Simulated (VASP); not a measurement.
# CdTe (Fm-3m) in VASP: settings compared, part 2 of 2

VASP 6.6.1.

## (5) Relaxation of cell and atoms, r2SCAN

Input file POSCAR:

```
CdTe
1.0
    0.0000000000      3.0655636787      3.0655636787
    3.0655636787      0.0000000000      3.0655636787
    3.0655636787      3.0655636787      0.0000000000
Cd Te
1 1
Direct
    0.0000000000      0.0000000000      0.0000000000
    0.5000000000      0.5000000000      0.5000000000
```

Input file INCAR.step1:

```
SYSTEM = CdTe
PREC     = Accurate       ! precision mode
ENCUT    = 600            ! plane-wave cutoff, eV
ISMEAR   = -1             ! smearing method
SIGMA    = 0.02           ! smearing width, eV
LREAL    = .FALSE.        ! projectors in reciprocal space
LASPH    = .TRUE.         ! aspherical terms in the spheres
NELM     = 100            ! most SCF steps
GGA      = PE             ! functional
ALGO     = Normal         ! electronic algorithm
EDIFF    = 1E-4           ! SCF threshold, eV
LWAVE    = .TRUE.         ! write WAVECAR
LCHARG   = .FALSE.        ! write CHGCAR
```

Input file INCAR.step2:

```
SYSTEM = CdTe
PREC     = Accurate       ! precision mode
ENCUT    = 600            ! plane-wave cutoff, eV
EDIFF    = 1E-6           ! SCF threshold, eV
ISMEAR   = -1             ! smearing method
SIGMA    = 0.02           ! smearing width, eV
LREAL    = .FALSE.        ! projectors in reciprocal space
LASPH    = .TRUE.         ! aspherical terms in the spheres
NELM     = 100            ! most SCF steps
ALGO     = Normal         ! electronic algorithm
ISIF     = 3              ! what is computed and relaxed
LWAVE    = .FALSE.        ! write WAVECAR
LCHARG   = .FALSE.        ! write CHGCAR
METAGGA  = R2SCAN         ! meta-GGA
LMIXTAU  = .TRUE.       
IBRION   = 2              ! ionic algorithm
NSW      = 80             ! ionic steps
EDIFFG   = -0.005         ! ionic threshold
ISTART   = 1
```

Input file KPOINTS:

```
regular mesh
0
G
  6 6 6
  0 0 0
```

Potentials or basis: VASP PAW PBE potentials, release 64 (Cd, Te).

The run is started by

```sh
$ cat potpaw_PBE.64/Cd/POTCAR potpaw_PBE.64/Te/POTCAR > POTCAR
$ cp INCAR.step1 INCAR
$ mpirun -np 1 vasp_std > vasp.out
$ cp INCAR.step2 INCAR
$ mpirun -np 1 vasp_std > vasp.out
```

OUTCAR:

```text
SYSTEM = CdTe
   PREC = Accurate
   ENCUT = 600
   EDIFF = 1E-6
   ISMEAR = -1
   LREAL = .FALSE.
   LASPH = .TRUE.
   NELM = 100
   ISIF = 3
   METAGGA = R2SCAN
   IBRION = 2
   NSW = 80
   EDIFFG = -0.005
   ISTART = 1

 ion  position               nearest neighbor table
   1  0.000  0.000  0.000-   2 3.07   2 3.07   2 3.07   2 3.07   2 3.07   2 3.07
   2  0.500  0.500  0.500-   1 3.07   1 3.07   1 3.07   1 3.07   1 3.07   1 3.07

  LATTYP: Found a face centered cubic cell.
 ALAT       =     6.1311273574

  Lattice vectors:

 A1 = (   0.0000000000,   3.0655636787,   3.0655636787)
 A2 = (   3.0655636787,   0.0000000000,   3.0655636787)
 A3 = (   3.0655636787,   3.0655636787,   0.0000000000)

Analysis of symmetry for initial positions (statically):
=====================================================================
 Subroutine PRICEL returns:
 Original cell was already a primitive cell.

 Routine SETGRP: Setting up the symmetry group for a
 face centered cubic supercell.

 Subroutine GETGRP returns: Found 48 space group operations
 (whereof 48 operations were pure point group operations)
 out of a pool of 48 trial point group operations.

The static configuration has the point symmetry O_h .

Analysis of symmetry for dynamics (positions and initial velocities):
=====================================================================
 Subroutine PRICEL returns:
 Original cell was already a primitive cell.

 Routine SETGRP: Setting up the symmetry group for a
 face centered cubic supercell.

 Subroutine GETGRP returns: Found 48 space group operations
 (whereof 48 operations were pure point group operations)
 out of a pool of 48 trial point group operations.

The dynamic configuration has the point symmetry O_h .

 Subroutine INISYM returns: Found 48 space group operations
 (whereof 48 operations are pure point group operations),
 and found     1 'primitive' translations
[... 96 lines left out ...]
   PSTRESS=    0.0 pullay stress
   NELECT =      18.0000    total number of electrons
   NUPDOWN=      -1.0000    fix difference up-down
   EMIN   =  10.00;   EMAX   =-10.00  energy-range for DOS
   EFERMI =   0.00;   METHOD = LEGACY
   ISMEAR =    -1;   SIGMA  =   0.02  broadening in eV -4-tet -1-fermi 0-gaus
   EFERMI_NEDOS =   21; number of points for ismear=-14 and -15
   IALGO  =     38    algorithm
   IMIX   =      4    mixing-type and parameters
     AMIX     =   0.40;   BMIX     =  1.00
     AMIX_MAG =   1.60;   BMIX_MAG =  1.00
  volume/ion in A,a.u.               =      28.81       194.41
  Fermi-wavevector in a.u.,A,eV,Ry     =   1.110824  2.099153 16.788642  1.233930
  Thomas-Fermi vector in A             =   2.247380
   LORBIT       =      0    0 simple, 1 ext, 2 COOP (PROOUT), +10 PAW based schemes
   METAGGA = R2SCAN    functional components
   LHFCALC =     F    Hartree Fock is set to
   AEXX    =    0.0000 exact exchange contribution
   IVDW    =     0    specifies the selected vdW correction
   LEPSILON=     F    determine dielectric tensor
   LRPA    =     F    only Hartree local field effects (RPA)
 conjugate gradient relaxation of ions
 non-spin polarized calculation
  energy-cutoff  :      600.00
  volume of cell :       57.62
 maximum number of plane-waves:      1948
 NGX is ok and might be reduce to    36
   NGX = 17   NGY = 17   NGZ = 17

--------------------------------------- Ionic step        1  -------------------------------------------

 number of electron      17.9999997 magnetization

 Free energy of the ion-electron system (eV)
  ---------------------------------------------------
  ext. energy  EPLUGINS =         0.00000000
  ---------------------------------------------------
  free energy    TOTEN  =       -46.29005158 eV

  energy without entropy =      -46.28878325  energy(sigma->0) =      -46.28941742

------------------------ aborting loop because EDIFF is reached ----------------------------------------

  FORCE on cell =-STRESS in cart. coord.  units (eV):
  Direction    XX          YY          ZZ          XY          YZ          ZX
  --------------------------------------------------------------------------------------
  -------------------------------------------------------------------------------------
  Total       -0.3426801     -0.3426801     -0.3426801      0.0000000      0.0000000      0.0000000
  in kB       -9.5288042     -9.5288042     -9.5288042      0.0000000      0.0000000      0.0000000
  external PRESSURE =      -9.5288042 kB  Pullay stress =       0.0000000 kB
[... 59 lines left out ...]
--------------------------------------- Ionic step        3  -------------------------------------------

 number of electron      17.9999998 magnetization

 Free energy of the ion-electron system (eV)
  ---------------------------------------------------
  ext. energy  EPLUGINS =         0.00000000
  ---------------------------------------------------
  free energy    TOTEN  =       -46.29328238 eV

  energy without entropy =      -46.29201396  energy(sigma->0) =      -46.29264817

 E-fermi :   3.8983     XC(G=0): -10.2283

 val. band max:        3.8761383924   @ k =  -0.1667   0.1667   0.0000
 cond. band min:       4.1701750844   @ k =   0.3333   0.3333   0.0000
 fundamental gap:      0.2940366920
 Fermi energy:         3.8982572450

 k-point     1 :       0.0000    0.0000    0.0000
  band No.  band energies     occupation
      1      -8.1515      2.00000
      2      -4.8859      2.00000
      3      -4.8859      2.00000
      4      -4.8434      2.00000
      5      -4.8434      2.00000
      6      -4.8434      2.00000
      7       3.3470      2.00000
      8       3.3470      2.00000
      9       3.3470      2.00000
     10       4.7592      0.00000
     11      11.3554      0.00000
     12      11.3554      0.00000
     13      11.3554      0.00000
[... 267 lines left out ...]
  FREE ENERGIE OF THE ION-ELECTRON SYSTEM (eV)
  ---------------------------------------------------
  free  energy   TOTEN  =       -46.2932823790 eV

  energy  without entropy=      -46.2920139574  energy(sigma->0) =      -46.29264817

 reached required accuracy - stopping structural energy minimisation
```

OUTCAR.step1:

```text
SYSTEM = CdTe
   PREC = Accurate
   ENCUT = 600
   ISMEAR = -1
   LREAL = .FALSE.
   LASPH = .TRUE.
[... 466 lines left out ...]
      0.00000      0.00000      0.00000         0.000000      0.000000      0.000000
      3.06556      3.06556      3.06556        -0.000000      0.000000     -0.000000
 -----------------------------------------------------------------------------------
    total drift:                               -0.000000      0.000000      0.000000

  FREE ENERGIE OF THE ION-ELECTRON SYSTEM (eV)
  ---------------------------------------------------
  free  energy   TOTEN  =        -4.4237766315 eV

  energy  without entropy=       -4.4213686828  energy(sigma->0) =       -4.42257266
```

OSZICAR.step1:

```text
N       E                     dE             d eps       ncg     rms          rms(c)
DAV:   1     0.107118191335E+03    0.10712E+03   -0.95356E+03   424   0.138E+03
DAV:   2    -0.480855415128E+00   -0.10760E+03   -0.10247E+03   461   0.285E+02
DAV:   3    -0.467319965211E+01   -0.41923E+01   -0.41279E+01   506   0.588E+01
DAV:   4    -0.470760319785E+01   -0.34404E-01   -0.34401E-01   536   0.469E+00
DAV:   5    -0.470790926486E+01   -0.30607E-03   -0.30607E-03   491   0.342E-01    0.530E+00
DAV:   6    -0.444428950850E+01    0.26362E+00   -0.52210E-01   459   0.899E+00    0.444E+00
DAV:   7    -0.442415647953E+01    0.20133E-01   -0.11943E-01   486   0.263E+00    0.172E+00
DAV:   8    -0.442412150355E+01    0.34976E-04   -0.15903E-02   436   0.174E+00    0.497E-01
DAV:   9    -0.442405007685E+01    0.71427E-04   -0.42367E-03   451   0.799E-01    0.107E-01
DAV:  10    -0.442376773136E+01    0.28235E-03   -0.55237E-04   426   0.302E-01    0.559E-02
DAV:  11    -0.442377663149E+01   -0.89001E-05   -0.94349E-05   246   0.774E-02
   1 F= -.44237766E+01 E0= -.44225727E+01  d E =-.240795E-02
```

Run time: 5.6 min. Hardware: 1 thread of Intel Xeon 8259CL, shared host; peak memory 0.24 GiB.

Results:

```yaml
Free_energy: -46.2933 eV
Relaxed_volume: 28.28 Å³/atom
Relaxed_cell: a = 4.309 Å, b = 4.309 Å, c = 4.309 Å, α = 60.00°, β = 60.00°, γ = 60.00°
Space_group_after_relaxing_to_0.05_Å: Fm-3m (No. 225)
Energy_gained_by_relaxing: 1.6 meV/atom
Ionic_steps: 3
Pressure_after_relaxing: 0.0 GPa
Band_gap_on_the_k_mesh: zero (band 9 reaches 3.88 eV, above the bottom of band 10 at 2.83 eV)
```

The path:
| step | energy change (eV) | largest force (eV/Å) | pressure (GPa) | volume (Å³) |
| --- | --- | --- | --- | --- |
| 1 | 0.0000 | 0.0000 | -0.95 | 57.62 |
| 2 | -0.0029 | 0.0000 | 0.35 | 56.20 |
| 3 | -0.0032 | 0.0000 | 0.00 | 56.55 |

Final structure:
```
Cd Te
1.0
     0.00000    3.04657    3.04657
     3.04657    0.00000    3.04657
     3.04657    3.04657    0.00000
Cd Te
1 1
Direct
  0.00000 0.00000 0.00000
  0.50000 0.50000 0.50000
```

Caveat: the PAW data sets were made with another functional, which shifts forces and pressure a little; spin-orbit coupling is left out, which moves the levels of the heavy elements.

## (6) The runs side by side

| task | level | cell | cutoff (eV) | gap on the mesh (eV) | pressure (GPa) | relaxed volume (Å³/atom) |
| --- | --- | --- | --- | --- | --- | --- |
| single point | PBE | a = 4.335 Å, angles 60.0°, 2 atoms | 520 | none | 0.1 | - |
| single point | r2SCAN | a = 4.305 Å, angles 60.0°, 2 atoms | 520 | none | 0.2 | - |
| relaxation of cell and atoms | PBE | relaxed from a = 4.211 Å, angles 60.0°, 2 atoms | 600 | none | 0.0 | 28.85 |
| relaxation of cell and atoms | r2SCAN | relaxed from a = 4.335 Å, angles 60.0°, 2 atoms | 600 | none | 0.0 | 28.28 |

Alike in all rows: potentials or basis VASP PAW PBE potentials, release 64 (Cd, Te); no spin polarisation; k mesh 6 × 6 × 6; smearing fermi-dirac 0.02 eV.

Caveats: spin-orbit coupling is left out, which moves the levels of the heavy elements; the PAW data sets were made with another functional, which shifts forces and pressure a little (some runs).

Total energies depend on the potentials used, so only differences within one code and one set of settings carry meaning.
